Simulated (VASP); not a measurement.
# CaSi2N3 (P6/mmm) in VASP: further runs, part 2 of 2

VASP 6.6.1.

## 4. Single point, PBE

INCAR

```
SYSTEM = CaSi2N3
PREC = Accurate ; ENCUT = 520
EDIFF = 1E-6 ; ISMEAR = 0
SIGMA = 0.1 ; LREAL = .FALSE.
LASPH = .TRUE. ; NELM = 60
ALGO = Fast ; ISIF = 2
LWAVE = .FALSE. ; LCHARG = .TRUE.
GGA = PE ; LELF = .TRUE.
LVHAR = .TRUE. ; NBANDS = 26
```

KPOINTS

```
regular mesh
0
G
  12 12 14
  0 0 0
```

POSCAR

```
CaSi2N3
1.0
    5.2005507326      0.0000000000      0.0000000000
   -2.6002753663      4.5038090481      0.0000000000
    0.0000000000      0.0000000000      2.6047997861
Ca Si N
1 2 3
Direct
    0.0000000000      0.0000000000      0.5000000000
    0.6666666667      0.3333333333      0.5000000000
    0.3333333333      0.6666666667      0.5000000000
    0.0000000000      0.5000000000      0.0000000000
    0.5000000000      0.5000000000      0.0000000000
    0.5000000000      0.0000000000      0.0000000000
```

Potentials or basis: VASP PAW PBE potentials, release 64 (Ca_sv, Si, N).

Command:

```
cat potpaw_PBE.64/Ca_sv/POTCAR potpaw_PBE.64/Si/POTCAR potpaw_PBE.64/N/POTCAR > POTCAR
mpirun -np 1 vasp_std > vasp.out
```

OUTCAR:

```text
SYSTEM = CaSi2N3
   PREC = Accurate
   ENCUT = 520
   EDIFF = 1E-6
   ISMEAR = 0
   LREAL = .FALSE.
   LASPH = .TRUE.
   NELM = 60
   ISIF = 2
   GGA = PE

 ion  position               nearest neighbor table
   1  0.000  0.000  0.500-   2 3.00   3 3.00   3 3.00   2 3.00   2 3.00   3 3.00
   2  0.667  0.333  0.500-   6 1.99   6 1.99   4 1.99   4 1.99   5 1.99   5 1.99   3 3.00   1 3.00
                             3 3.00   1 3.00   1 3.00   3 3.00
   3  0.333  0.667  0.500-   6 1.99   6 1.99   4 1.99   4 1.99   5 1.99   5 1.99   2 3.00   1 3.00
                             2 3.00   1 3.00   1 3.00   2 3.00
   4  0.000  0.500  0.000-   2 1.99   3 1.99   2 1.99   3 1.99
   5  0.500  0.500  0.000-   2 1.99   3 1.99   2 1.99   3 1.99
   6  0.500  0.000  0.000-   2 1.99   3 1.99   2 1.99   3 1.99

  LATTYP: Found a hexagonal cell.
 ALAT       =     5.2005507326
 C/A-ratio  =     0.5008699886

  Lattice vectors:

 A1 = (   5.2005507326,   0.0000000000,   0.0000000000)
 A2 = (  -2.6002753663,   4.5038090481,   0.0000000000)
 A3 = (   0.0000000000,   0.0000000000,   2.6047997861)

Analysis of symmetry for initial positions (statically):
=====================================================================
 Subroutine PRICEL returns:
 Original cell was already a primitive cell.

 Routine SETGRP: Setting up the symmetry group for a
 hexagonal supercell.

 Subroutine GETGRP returns: Found 24 space group operations
 (whereof 24 operations were pure point group operations)
 out of a pool of 24 trial point group operations.

The static configuration has the point symmetry D_6h.

Analysis of symmetry for dynamics (positions and initial velocities):
=====================================================================
 Subroutine PRICEL returns:
 Original cell was already a primitive cell.

 Routine SETGRP: Setting up the symmetry group for a
 hexagonal supercell.

 Subroutine GETGRP returns: Found 24 space group operations
[... 128 lines left out ...]
   IALGO  =     68    algorithm
   IMIX   =      4    mixing-type and parameters
     AMIX     =   0.40;   BMIX     =  1.00
     AMIX_MAG =   1.60;   BMIX_MAG =  1.00
  volume/ion in A,a.u.               =      10.17        68.62
  Fermi-wavevector in a.u.,A,eV,Ry     =   1.333864  2.520638 24.207397  1.779194
  Thomas-Fermi vector in A             =   2.462690
   LORBIT       =      0    0 simple, 1 ext, 2 COOP (PROOUT), +10 PAW based schemes
   GGA     = PE    functional components
   LHFCALC =     F    Hartree Fock is set to
   AEXX    =    0.0000 exact exchange contribution
   IVDW    =     0    specifies the selected vdW correction
   LEPSILON=     F    determine dielectric tensor
   LRPA    =     F    only Hartree local field effects (RPA)
 non-spin polarized calculation
 RMM-DIIS sequential band-by-band and
 Gauss-broadening in eV      SIGMA  =   0.10
  energy-cutoff  :      520.00
  volume of cell :       61.01
 maximum number of plane-waves:      1677
 NGX is ok and might be reduce to    40
   NGX = 19   NGY = 19   NGZ =  9

 number of electron      32.9999994 magnetization

 Free energy of the ion-electron system (eV)
  ---------------------------------------------------
  ext. energy  EPLUGINS =         0.00000000
  ---------------------------------------------------
  free energy    TOTEN  =       -37.57628986 eV

  energy without entropy =      -37.57087723  energy(sigma->0) =      -37.57358354

 E-fermi :   9.8218     XC(G=0): -11.8248

 val. band max:        9.8140541148   @ k =   0.1667   0.0833   0.2857
 cond. band min:       9.8332246753   @ k =   0.2500   0.1667   0.5000
 fundamental gap:      0.0191705604
 Fermi energy:         9.8218086682

 k-point     1 :       0.0000    0.0000    0.0000
  band No.  band energies     occupation
      1     -32.3858      2.00000
      2     -13.3812      2.00000
      3     -13.3812      2.00000
      4     -12.3116      2.00000
      5      -9.6946      2.00000
      6      -6.1825      2.00000
[... 685 lines left out ...]
     25      16.0074      0.00000
     26      16.3761      0.00000

 [... further k-points ...]
[... 5 lines left out ...]
  --------------------------------------------------------------------------------------
  -------------------------------------------------------------------------------------
  Total        0.0455130      0.0455130      0.1203047      0.0000000     -0.0000000      0.0000000
  in kB        1.1952057      1.1952057      3.1592908      0.0000000     -0.0000000      0.0000000
  external PRESSURE =       1.8499007 kB  Pullay stress =       0.0000000 kB

 VOLUME and BASIS-vectors are now :
 -----------------------------------------------------------------------------
  energy-cutoff  :      520.00
  volume of cell :       61.01
      direct lattice vectors                 reciprocal lattice vectors
     5.200550733  0.000000000  0.000000000     0.192287327  0.111017140  0.000000000
    -2.600275366  4.503809048  0.000000000     0.000000000  0.222034280  0.000000000
     0.000000000  0.000000000  2.604799786     0.000000000  0.000000000  0.383906665

 POSITION                                       TOTAL-FORCE (eV/Angst)
 -----------------------------------------------------------------------------------
      0.00000      0.00000      1.30240         0.000000      0.000000      0.000000
      2.60028      1.50127      1.30240         0.000000     -0.000000     -0.000000
     -0.00000      3.00254      1.30240        -0.000000      0.000000      0.000000
     -1.30014      2.25190      0.00000         0.000000      0.000000      0.000000
      1.30014      2.25190      0.00000         0.000000      0.000000      0.000000
      2.60028      0.00000      0.00000         0.000000      0.000000      0.000000
 -----------------------------------------------------------------------------------
    total drift:                               -0.000000      0.000000     -0.000000

  FREE ENERGIE OF THE ION-ELECTRON SYSTEM (eV)
  ---------------------------------------------------
  free  energy   TOTEN  =       -37.5762898629 eV

  energy  without entropy=      -37.5708772264  energy(sigma->0) =      -37.57358354
```

OSZICAR:

```text
N       E                     dE             d eps       ncg     rms          rms(c)
DAV:   1     0.216668701497E+03    0.21667E+03   -0.15806E+04  7912   0.121E+03
DAV:   2    -0.257060080553E+02   -0.24237E+03   -0.22737E+03  9620   0.318E+02
DAV:   3    -0.414185527741E+02   -0.15713E+02   -0.15440E+02 12508   0.757E+01
DAV:   4    -0.417688017034E+02   -0.35025E+00   -0.34848E+00 10696   0.980E+00
DAV:   5    -0.417747065344E+02   -0.59048E-02   -0.59009E-02 10868   0.117E+00    0.140E+01
RMM:   6    -0.375818167050E+02    0.41929E+01   -0.11784E+01  9165   0.146E+01    0.572E+00
RMM:   7    -0.375837118443E+02   -0.18951E-02   -0.16119E+00  9594   0.804E+00    0.325E+00
RMM:   8    -0.375861651406E+02   -0.24533E-02   -0.30257E-01 10915   0.292E+00    0.174E+00
RMM:   9    -0.375775458101E+02    0.86193E-02   -0.80610E-02 10466   0.200E+00    0.323E-01
RMM:  10    -0.375759522453E+02    0.15936E-02   -0.23348E-02 11205   0.884E-01    0.212E-01
RMM:  11    -0.375766476814E+02   -0.69544E-03   -0.59861E-03 12095   0.371E-01    0.153E-01
RMM:  12    -0.375762852767E+02    0.36240E-03   -0.29562E-03 11000   0.266E-01    0.399E-02
RMM:  13    -0.375762769159E+02    0.83608E-05   -0.37085E-04 12115   0.124E-01    0.229E-02
RMM:  14    -0.375762877139E+02   -0.10798E-04   -0.11659E-04 13311   0.437E-02    0.236E-02
RMM:  15    -0.375762867818E+02    0.93216E-06   -0.41246E-05 12229   0.275E-02    0.332E-02
RMM:  16    -0.375762906084E+02   -0.38267E-05   -0.44220E-05 11005   0.354E-02    0.142E-02
RMM:  17    -0.375762898629E+02    0.74552E-06   -0.82512E-06 11103   0.196E-02
   1 F= -.37576290E+02 E0= -.37573584E+02  d E =-.541264E-02
```

Run time: 5.6 min. Hardware: 1 thread of Oxide Virtual Turin-like, shared host; peak memory 0.31 GiB.

What came out:

* Free energy: -37.5763 eV
* Pressure: 0.2 GPa
* Band gap on the k mesh: zero (an odd number of electrons rules out a gap without spin polarisation)

Stress tensor (GPa, compression positive):
```
0.12 0.00 0.00
0.00 0.12 0.00
0.00 0.00 0.32
```

Levels at points of the mesh, in eV from the Fermi level:
```tsv
k point	band 13	band 14	band 15	band 16	band 17	band 18	band 19	band 20	band 21	band 22
(0.00, 0.00, 0.00)	-2.38	-1.52	-1.52	-1.31	-0.56	1.00	1.50	1.50	2.28	5.44
(0.50, 0.00, 0.00)	-2.80	-2.26	-2.21	-1.55	-0.18	2.08	2.60	4.03	5.15	5.61
(0.00, 0.00, 0.50)	-5.55	-3.83	-1.58	-1.58	-0.34	1.20	1.20	2.85	2.85	3.63
(0.50, 0.00, 0.50)	-3.65	-3.46	-3.42	-1.79	-0.82	0.78	1.08	1.41	1.94	2.46
```

Caveat: an odd number of electrons without spin polarisation forces a metal; a magnetic or distorted state may lie lower.

## 5. The runs side by side

```tsv
cell	k mesh	gap on the mesh (eV)	pressure (GPa)
a = 5.205, b = 5.205, c = 2.604 Å, angles 90.0, 90.0, 120.0°, 6 atoms	6 × 6 × 6	none	-0.1
a = 5.440, b = 5.440, c = 3.189 Å, angles 90.0, 90.0, 120.0°, 6 atoms	6 × 6 × 6	none	-21.0
a = 5.201, b = 5.201, c = 2.605 Å, angles 90.0, 90.0, 120.0°, 6 atoms	12 × 12 × 14	none	0.2
```

Alike in all rows: task single point; level PBE; potentials or basis VASP PAW PBE potentials, release 64 (Ca_sv, Si, N); no spin polarisation; cutoff (eV) 520; smearing gaussian 0.1 eV.

Caveats: some runs use coarse meshes; an odd number of electrons without spin polarisation forces a metal; a magnetic or distorted state may lie lower; the stress differs along the axes, from -57 to -3 GPa (at least some runs).

Absolute energies hang on the potentials; compare differences alone.

The gap in the log of VASP goes by the Fermi energy; the results here count the filled bands.